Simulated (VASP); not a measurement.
# Al3Ni2 (P-3m1) in VASP: notebook

Runs on Al3Ni2. Level: PBEsol. Tasks: single point.

Program: VASP 6.6.1. These are calculated values, not measurements. Logs are shortened: lines on timing, memory, paths and dates and some standing lists are left out, and cuts for length are marked.

## (1) The cell of the first run

The structure is trigonal, space group P-3m1 (No. 164). The conventional cell has a = 4.083 Å, b = 4.083 Å, c = 4.801 Å, α = 90.00°, β = 90.00°, γ = 120.00°. Within 3.2 Å of Al (site symmetry -3m) lie 6 Ni at 2.46 Å and 6 Al at 2.90 Å. Al (site symmetry 3m) has 5 Ni at 2.39 to 2.56 Å and 6 Al at 2.75 to 2.90 Å within 3.2 Å. Within 3.2 Å of Ni (site symmetry 3m) lie 8 Al at 2.39 to 2.56 Å and 3 Ni at 2.74 Å.

## (2) Single point, PBEsol (biaxial strain in the a-b plane: +2.0 %)

INCAR

```
  ALGO = Fast
  EDIFF = 1E-7
  ENCUT = 520
  GGA = PS
  ISIF = 2
  ISMEAR = 0
  LASPH = True
  LCHARG = False
  LREAL = False
  LWAVE = False
  NBANDS = 22
  NELM = 100
  PREC = Accurate
  SIGMA = 0.1
```

KPOINTS

```
k-points
0
Gamma
  12 12 8
```

POSCAR

```
Al3Ni2
1.0
    4.0832024377      0.0000000000      0.0000000000
   -2.0416012188      3.5361570398      0.0000000000
    0.0000000000      0.0000000000      4.8011510385
Al Ni
3 2
Direct
    0.0000000000      0.0000000000      0.0000000000
    0.3333333333      0.6666666667      0.6475974253
    0.6666666667      0.3333333333      0.3524025747
    0.3333333333      0.6666666667      0.1448830947
    0.6666666667      0.3333333333      0.8551169053
```

Potentials or basis: VASP PAW PBE potentials, release 64 (Al, Ni).

The run is started by

```console
$ cat potpaw_PBE.64/Al/POTCAR potpaw_PBE.64/Ni/POTCAR > POTCAR
$ mpirun -np 1 vasp_std > vasp.out
```

OUTCAR:

```text
EDIFF = 1E-7
   ENCUT = 520
   GGA = PS
   ISIF = 2
   ISMEAR = 0
   LASPH = True
   LREAL = False
   NELM = 100
   PREC = Accurate

 ion  position               nearest neighbor table
   1  0.000  0.000  0.000-   4 2.46   5 2.46   4 2.46   5 2.46   5 2.46   4 2.46   2 2.90   3 2.90
                             2 2.90   3 2.90   2 2.90   3 2.90
   2  0.333  0.667  0.648-   4 2.39   4 2.41   5 2.56   5 2.56   5 2.56   3 2.75   3 2.75   3 2.75
                             1 2.90   1 2.90   1 2.90
   3  0.667  0.333  0.352-   5 2.39   5 2.41   4 2.56   4 2.56   4 2.56   2 2.75   2 2.75   2 2.75
                             1 2.90   1 2.90   1 2.90
   4  0.333  0.667  0.145-   2 2.39   2 2.41   1 2.46   1 2.46   1 2.46   3 2.56   3 2.56   3 2.56
                             5 2.74   5 2.74   5 2.74
   5  0.667  0.333  0.855-   3 2.39   3 2.41   1 2.46   1 2.46   1 2.46   2 2.56   2 2.56   2 2.56
                             4 2.74   4 2.74   4 2.74

  LATTYP: Found a hexagonal cell.
 ALAT       =     4.0832024377
 C/A-ratio  =     1.1758297835

  Lattice vectors:

 A1 = (   4.0832024377,   0.0000000000,   0.0000000000)
 A2 = (  -2.0416012188,   3.5361570398,   0.0000000000)
 A3 = (   0.0000000000,   0.0000000000,   4.8011510385)

Analysis of symmetry for initial positions (statically):
=====================================================================
 Subroutine PRICEL returns:
 Original cell was already a primitive cell.

 Routine SETGRP: Setting up the symmetry group for a
 hexagonal supercell.

 Subroutine GETGRP returns: Found 12 space group operations
 (whereof 12 operations were pure point group operations)
 out of a pool of 24 trial point group operations.

The static configuration has the point symmetry D_3d.

Analysis of symmetry for dynamics (positions and initial velocities):
=====================================================================
 Subroutine PRICEL returns:
 Original cell was already a primitive cell.

 Routine SETGRP: Setting up the symmetry group for a
 hexagonal supercell.

 Subroutine GETGRP returns: Found 12 space group operations
 (whereof 12 operations were pure point group operations)
 out of a pool of 24 trial point group operations.

The dynamic configuration has the point symmetry D_3d.

 Subroutine INISYM returns: Found 12 space group operations
 (whereof 12 operations are pure point group operations),
 and found     1 'primitive' translations

[... 94 lines left out ...]
   ISPIN  =      1    spin polarized calculation?
   LNONCOLLINEAR =      F non collinear calculations
   LSORBIT =      F    spin-orbit coupling
   LASPH  =      T    aspherical Exc in radial PAW
   ENCUT  =  520.0 eV  38.22 Ry    6.18 a.u.   7.59  7.59  8.93*2*pi/ulx,y,z
   NELM   =    100;   NELMIN=  2; NELMDL= -5     # of ELM steps
   EDIFF  = 0.1E-06   stopping-criterion for ELM
   LREAL  =      F    real-space projection
   EDIFFG = 0.1E-05   stopping-criterion for IOM
   NSW    =      0    number of steps for IOM
   IBRION =     -1    ionic relax: 0-MD 1-quasi-New 2-CG
   NFREE  =      0    steps in history (QN), initial steepest desc. (CG)
   ISIF   =      2    stress and relaxation
   ISYM   =      2    0-nonsym 1-usesym 2-fastsym
   POTIM  = 0.5000    time-step for ionic-motion
   TEBEG  =    0.0;   TEEND  =   0.0 temperature during run
   PSTRESS=    0.0 pullay stress
   NELECT =      29.0000    total number of electrons
   NUPDOWN=      -1.0000    fix difference up-down
   EMIN   =  10.00;   EMAX   =-10.00  energy-range for DOS
   EFERMI =   0.00;   METHOD = LEGACY
   ISMEAR =     0;   SIGMA  =   0.10  broadening in eV -4-tet -1-fermi 0-gaus
   EFERMI_NEDOS =   21; number of points for ismear=-14 and -15
   IALGO  =     68    algorithm
   IMIX   =      4    mixing-type and parameters
     AMIX     =   0.40;   BMIX     =  1.00
     AMIX_MAG =   1.60;   BMIX_MAG =  1.00
  volume/ion in A,a.u.               =      13.86        93.56
  Fermi-wavevector in a.u.,A,eV,Ry     =   1.224376  2.313736 20.396455  1.499097
  Thomas-Fermi vector in A             =   2.359453
   LORBIT       =      0    0 simple, 1 ext, 2 COOP (PROOUT), +10 PAW based schemes
   GGA     = PS    functional components
   LHFCALC =     F    Hartree Fock is set to
   AEXX    =    0.0000 exact exchange contribution
   IVDW    =     0    specifies the selected vdW correction
   LEPSILON=     F    determine dielectric tensor
   LRPA    =     F    only Hartree local field effects (RPA)
 non-spin polarized calculation
 RMM-DIIS sequential band-by-band and
 Gauss-broadening in eV      SIGMA  =   0.10
  energy-cutoff  :      520.00
  volume of cell :       69.32
 maximum number of plane-waves:      1902
   NGX = 15   NGY = 15   NGZ = 17

 number of electron      28.9999985 magnetization

 Free energy of the ion-electron system (eV)
  ---------------------------------------------------
  ext. energy  EPLUGINS =         0.00000000
  ---------------------------------------------------
  free energy    TOTEN  =       -27.61437990 eV

  energy without entropy =      -27.60789414  energy(sigma->0) =      -27.61113702

 E-fermi :   8.1430     XC(G=0): -11.2384

 val. band max:        8.1359509595   @ k =   0.2500   0.0000   0.2500
 cond. band min:       8.1492776354   @ k =   0.2500   0.0833   0.3750
 fundamental gap:      0.0133266758
 Fermi energy:         8.1430474487

 k-point     1 :       0.0000    0.0000    0.0000
  band No.  band energies     occupation
      1      -2.1969      2.00000
      2       3.2091      2.00000
      3       3.6051      2.00000
      4       4.7192      2.00000
      5       4.7192      2.00000
      6       5.2880      2.00000
[... 589 lines left out ...]
     21      13.8406      0.00000
     22      14.5401      0.00000

 [... further k-points ...]
[... 5 lines left out ...]
  --------------------------------------------------------------------------------------
  -------------------------------------------------------------------------------------
  Total       -2.5194207     -2.5194207      0.7556708     -0.0000000     -0.0000000      0.0000000
  in kB      -58.2282112    -58.2282112     17.4648706     -0.0000000     -0.0000000      0.0000000
  external PRESSURE =     -32.9971839 kB  Pullay stress =       0.0000000 kB

 VOLUME and BASIS-vectors are now :
 -----------------------------------------------------------------------------
  energy-cutoff  :      520.00
  volume of cell :       69.32
      direct lattice vectors                 reciprocal lattice vectors
     4.083202438  0.000000000  0.000000000     0.244905810  0.141396435  0.000000000
    -2.041601219  3.536157040  0.000000000     0.000000000  0.282792871  0.000000000
     0.000000000  0.000000000  4.801151038     0.000000000  0.000000000  0.208283387

 POSITION                                       TOTAL-FORCE (eV/Angst)
 -----------------------------------------------------------------------------------
      0.00000      0.00000      0.00000         0.000000      0.000000      0.000000
     -0.00000      2.35744      3.10921        -0.000000      0.000000     -0.010437
      2.04160      1.17872      1.69194         0.000000     -0.000000      0.010437
     -0.00000      2.35744      0.69561         0.000000     -0.000000     -0.025680
      2.04160      1.17872      4.10555        -0.000000      0.000000      0.025680
 -----------------------------------------------------------------------------------
    total drift:                                0.000000      0.000000     -0.000000

  FREE ENERGIE OF THE ION-ELECTRON SYSTEM (eV)
  ---------------------------------------------------
  free  energy   TOTEN  =       -27.6143799007 eV

  energy  without entropy=      -27.6078941357  energy(sigma->0) =      -27.61113702
```

OSZICAR:

```text
N       E                     dE             d eps       ncg     rms          rms(c)
DAV:   1     0.135852965789E+03    0.13585E+03   -0.11819E+04  5772   0.133E+03
DAV:   2    -0.240053065922E+02   -0.15986E+03   -0.15125E+03  5830   0.271E+02
DAV:   3    -0.309766220549E+02   -0.69713E+01   -0.68111E+01  7006   0.717E+01
DAV:   4    -0.311267990506E+02   -0.15018E+00   -0.15002E+00  6830   0.942E+00
[... 10 lines left out ...]
RMM:  15    -0.276143791788E+02   -0.90371E-05   -0.10722E-04  7713   0.671E-02    0.139E-02
RMM:  16    -0.276143825864E+02   -0.34076E-05   -0.21023E-05  6773   0.330E-02    0.168E-02
RMM:  17    -0.276143795256E+02    0.30608E-05   -0.11004E-05  6724   0.369E-02    0.225E-03
RMM:  18    -0.276143798914E+02   -0.36582E-06   -0.43535E-06  8536   0.119E-02    0.110E-03
RMM:  19    -0.276143799007E+02   -0.92750E-08   -0.14432E-07  4467   0.266E-03
   1 F= -.27614380E+02 E0= -.27611137E+02  d E =-.648576E-02
```

stdout:

```text
POSCAR found type information on POSCAR AlNi
 POSCAR found :  2 types and       5 ions
 scaLAPACK will be used
 -----------------------------------------------------------------------------
|                                                                             |
|                                                                             |
|     You enforced a specific xc type in the INCAR file but a different       |
|     I HOPE YOU KNOW WHAT YOU ARE DOING!                                     |
|                                                                             |
 -----------------------------------------------------------------------------

 LDA part: xc-table for (Slater+PW92), standard interpolation
 POSCAR, INCAR and KPOINTS ok, starting setup
 FFT: planning ... GRIDC
 FFT: planning ... GRID_SOFT
 FFT: planning ... GRID
 WAVECAR not read
 entering main loop
```

Wall time 1.7 min (1 thread of Intel Xeon 6975P-C (Granite Rapids), shared host); peak memory 0.3 GiB.

What came out:

| Item | Value |
| --- | --- |
| Free energy | -27.6144 eV |
| Pressure | -3.3 GPa |
| Largest force | 0.026 eV/Å |

Forces in eV/Å, atoms in the order of the input:
```
Al   0.000  0.000  0.000
Al   0.000  0.000 -0.010
Al   0.000  0.000  0.010
Ni   0.000  0.000 -0.026
Ni   0.000  0.000  0.026
```

Stress tensor (GPa, compression positive):
```
-5.82  0.00  0.00
 0.00 -5.82  0.00
 0.00  0.00  1.75
```

Levels at points of the mesh, in eV from the Fermi level:
| k point | band 12 | band 13 | band 14 | band 15 | band 16 | band 17 | band 18 | band 19 |
| --- | --- | --- | --- | --- | --- | --- | --- | --- |
| (0.00, 0.00, 0.00) | -1.60 | -1.21 | 1.12 | 1.12 | 2.96 | 2.96 | 4.00 | 4.34 |
| (0.50, 0.00, 0.00) | -1.74 | -1.47 | -1.38 | -1.08 | 1.47 | 2.02 | 2.24 | 4.84 |
| (0.00, 0.00, 0.50) | -1.65 | 2.64 | 2.64 | 2.76 | 2.76 | 3.40 | 4.16 | 4.32 |
| (0.50, 0.00, 0.50) | -1.62 | -1.62 | -0.98 | -0.31 | 1.54 | 1.97 | 3.01 | 6.78 |

Caveat: the cell differs from its parent crystal (biaxial strain in the a-b plane: +2.0 %); the PAW data sets were made with another functional, which shifts forces and pressure a little.

## (3) Single point, PBEsol (biaxial strain in the a-b plane: +2.0 %, then relaxed in part)

INCAR

```
SYSTEM = Al3Ni2
PREC = Accurate ; ENCUT = 520
EDIFF = 1E-7 ; ISMEAR = 0
SIGMA = 0.1 ; LREAL = .False.
LASPH = .True. ; NELM = 100
ALGO = Fast ; ISIF = 2
LWAVE = .False. ; LCHARG = .False.
GGA = PS ; NBANDS = 22
```

KPOINTS

```
regular mesh
0
Gamma
  12 12 8
  0 0 0
```

POSCAR

```
Al3Ni2
1.0
    4.0832024377      0.0000000000      0.0000000000
   -2.0416012188      3.5361570398      0.0000000000
    0.0000000000      0.0000000000      4.8245733710
Al Ni
3 2
Direct
    0.0000000000      0.0000000000      0.0000000000
    0.3333333333      0.6666666667      0.6474192490
    0.6666666667      0.3333333333      0.3525807510
    0.3333333333      0.6666666667      0.1442168606
    0.6666666667      0.3333333333      0.8557831394
```

Potentials or basis: VASP PAW PBE potentials, release 64 (Al, Ni).

The run is started by

```console
$ cat potpaw_PBE.64/Al/POTCAR potpaw_PBE.64/Ni/POTCAR > POTCAR
$ mpirun -np 1 vasp_std > vasp.out
```

Wall time 1.8 min (1 thread of Intel Xeon 6975P-C (Granite Rapids), shared host); peak memory 0.3 GiB.

The run converged. Its results:

```yaml
Free_energy: -27.6165 eV
Pressure: -4.0 GPa
Largest_force: 0.012 eV/Å
```

Forces on the atoms (eV/Å):
```
Al   0.000  0.000  0.000
Al   0.000  0.000  0.002
Al   0.000  0.000 -0.002
Ni   0.000  0.000  0.012
Ni   0.000  0.000 -0.012
```

Stress tensor (GPa, compression positive):
```
-6.02  0.00  0.00
 0.00 -6.02  0.00
 0.00  0.00  0.14
```

Levels at points of the mesh, in eV from the Fermi level:
| k point | band 11 | band 12 | band 13 | band 14 | band 15 | band 16 | band 17 | band 18 | band 19 | band 20 |
| --- | --- | --- | --- | --- | --- | --- | --- | --- | --- | --- |
| (0.00, 0.00, 0.00) | -1.60 | -1.60 | -1.21 | 1.13 | 1.13 | 2.97 | 2.97 | 4.01 | 4.33 | 6.71 |
| (0.50, 0.00, 0.00) | -2.00 | -1.73 | -1.47 | -1.38 | -1.11 | 1.44 | 2.01 | 2.20 | 4.81 | 5.25 |
| (0.00, 0.00, 0.50) | -1.65 | -1.65 | 2.64 | 2.64 | 2.77 | 2.77 | 3.38 | 4.15 | 4.29 | 4.39 |
| (0.50, 0.00, 0.50) | -1.78 | -1.62 | -1.62 | -0.98 | -0.31 | 1.53 | 1.97 | 3.01 | 6.68 | 7.45 |

Caveat: the cell differs from its parent crystal (biaxial strain in the a-b plane: +2.0 %, then relaxed in part); the PAW data sets were made with another functional, which shifts forces and pressure a little.

## (4) Single point, PBEsol (biaxial strain in the a-b plane: +3.0 %)

INCAR

```
SYSTEM = Al3Ni2
PREC = Accurate
ENCUT = 520
EDIFF = 1E-6
ISMEAR = 0
SIGMA = 0.1
LREAL = .FALSE.
LASPH = .TRUE.
NELM = 80
ALGO = Fast
ISIF = 2
LWAVE = .FALSE.
LCHARG = .FALSE.
GGA = PS
NBANDS = 22
```

KPOINTS

```
regular mesh
0
G
  12 12 8
  0 0 0
```

POSCAR, as its differences from that of step 3:

```diff
@@ -2,5 +2,5 @@
 1.0
-    4.0832024377      0.0000000000      0.0000000000
-   -2.0416012188      3.5361570398      0.0000000000
-    0.0000000000      0.0000000000      4.8245733710
+    4.1232338341      0.0000000000      0.0000000000
+   -2.0616169171      3.5708252461      0.0000000000
+    0.0000000000      0.0000000000      4.7719942508
 Al Ni
```

The run is started by

```console
$ cat potpaw_PBE.64/Al/POTCAR potpaw_PBE.64/Ni/POTCAR > POTCAR
$ mpirun -np 1 vasp_std > vasp.out
```

Wall time 1.7 min (1 thread of Intel Xeon 6975P-C (Granite Rapids), shared host); peak memory 0.31 GiB.

Results (log left out):

- Free energy: -27.5481 eV
- Pressure: -4.7 GPa
- Largest force: 0.025 eV/Å

Forces in eV/Å, atoms in the order of the input:
```
Al   0.000  0.000  0.000
Al   0.000  0.000 -0.025
Al   0.000  0.000  0.025
Ni   0.000  0.000 -0.018
Ni   0.000  0.000  0.018
```

Stress tensor (GPa, compression positive):
```
-8.42  0.00  0.00
 0.00 -8.42  0.00
 0.00  0.00  2.73
```

Levels at points of the mesh, in eV from the Fermi level:
| k point | band 13 | band 14 | band 15 | band 16 | band 17 | band 18 |
| --- | --- | --- | --- | --- | --- | --- |
| (0.00, 0.00, 0.00) | -1.18 | 1.04 | 1.04 | 2.86 | 2.86 | 3.81 |
| (0.50, 0.00, 0.00) | -1.43 | -1.29 | -1.01 | 1.52 | 1.93 | 2.30 |
| (0.00, 0.00, 0.50) | 2.60 | 2.60 | 2.70 | 2.70 | 3.35 | 4.05 |
| (0.50, 0.00, 0.50) | -1.56 | -0.95 | -0.30 | 1.53 | 1.89 | 2.89 |

Caveat: the cell differs from its parent crystal (biaxial strain in the a-b plane: +3.0 %); the PAW data sets were made with another functional, which shifts forces and pressure a little. Spin polarisation is off, so any magnetic state and its effect on volume and gap are missing.

## (5) Single point, PBEsol (biaxial strain in the a-b plane: +3.0 %, then relaxed in part)

INCAR

```
SYSTEM = Al3Ni2
PREC = Accurate
ENCUT = 520
EDIFF = 1E-6
ISMEAR = 0
SIGMA = 0.1
LREAL = .False.
LASPH = .True.
NELM = 60
ALGO = Fast
ISIF = 2
LWAVE = .False.
LCHARG = .False.
GGA = PS
NBANDS = 22
```

KPOINTS

```
Automatic mesh
0
Gamma
  12 12 8
  0 0 0
```

POSCAR

```
Al3Ni2
1.0
    4.1232338341      0.0000000000      0.0000000000
   -2.0616169171      3.5708252461      0.0000000000
    0.0000000000      0.0000000000      4.8095527892
Al Ni
3 2
Direct
    0.0000000000      0.0000000000      0.0000000000
    0.3333333333      0.6666666667      0.6471736493
    0.6666666667      0.3333333333      0.3528263507
    0.3333333333      0.6666666667      0.1435960204
    0.6666666667      0.3333333333      0.8564039796
```

The run is started by

```console
$ cat potpaw_PBE.64/Al/POTCAR potpaw_PBE.64/Ni/POTCAR > POTCAR
$ mpirun -np 1 vasp_std > vasp.out
```

Wall time 82 s (1 thread of Intel Xeon 6975P-C (Granite Rapids), shared host); peak memory 0.31 GiB.

It converged, with:

```yaml
Free_energy: -27.5532 eV
Pressure: -5.8 GPa
Largest_force: 0.013 eV/Å
```

Forces on the atoms (eV/Å):
```
Al   0.000  0.000  0.000
Al   0.000  0.000  0.002
Al   0.000  0.000 -0.002
Ni   0.000  0.000  0.013
Ni   0.000  0.000 -0.013
```

Stress tensor (GPa, compression positive):
```
-8.74  0.00  0.00
 0.00 -8.74  0.00
 0.00  0.00  0.10
```

Levels at points of the mesh, in eV from the Fermi level:
| k point | band 13 | band 14 | band 15 | band 16 | band 17 | band 18 |
| --- | --- | --- | --- | --- | --- | --- |
| (0.00, 0.00, 0.00) | -1.17 | 1.07 | 1.07 | 2.88 | 2.88 | 3.83 |
| (0.50, 0.00, 0.00) | -1.43 | -1.30 | -1.05 | 1.47 | 1.92 | 2.23 |
| (0.00, 0.00, 0.50) | 2.59 | 2.59 | 2.72 | 2.72 | 3.34 | 4.05 |
| (0.50, 0.00, 0.50) | -1.56 | -0.95 | -0.30 | 1.51 | 1.89 | 2.89 |

Caveat: the cell differs from its parent crystal (biaxial strain in the a-b plane: +3.0 %, then relaxed in part); the PAW data sets were made with another functional, which shifts forces and pressure a little. Spin polarisation is off, so any magnetic state and its effect on volume and gap are missing.

## (6) Overview

```tsv
cell	further INCAR settings	gap on the mesh (eV)	pressure (GPa)	largest force (eV/Å)
a = 4.083, b = 4.083, c = 4.801 Å, angles 90.0, 90.0, 120.0°, 5 atoms	ALGO = Fast; EDIFF = 1e-07; NBANDS = 22	none	-3.3	0.03
a = 4.083, b = 4.083, c = 4.825 Å, angles 90.0, 90.0, 120.0°, 5 atoms	ALGO = Fast; EDIFF = 1e-07; NBANDS = 22	none	-4.0	0.01
a = 4.123, b = 4.123, c = 4.772 Å, angles 90.0, 90.0, 120.0°, 5 atoms	ALGO = Fast; EDIFF = 1e-06; NBANDS = 22	none	-4.7	0.03
a = 4.123, b = 4.123, c = 4.810 Å, angles 90.0, 90.0, 120.0°, 5 atoms	ALGO = Fast; EDIFF = 1e-06; NBANDS = 22	none	-5.8	0.01
```

Alike in all rows: task single point; level PBEsol; potentials or basis VASP PAW PBE potentials, release 64 (Al, Ni); no spin polarisation; k mesh 12 × 12 × 8; cutoff (eV) 520; smearing gaussian 0.1 eV.

Caveats: the PAW data sets were made with another functional, which shifts forces and pressure a little.

Total energies depend on the potentials used, so only differences within one code and one set of settings carry meaning.
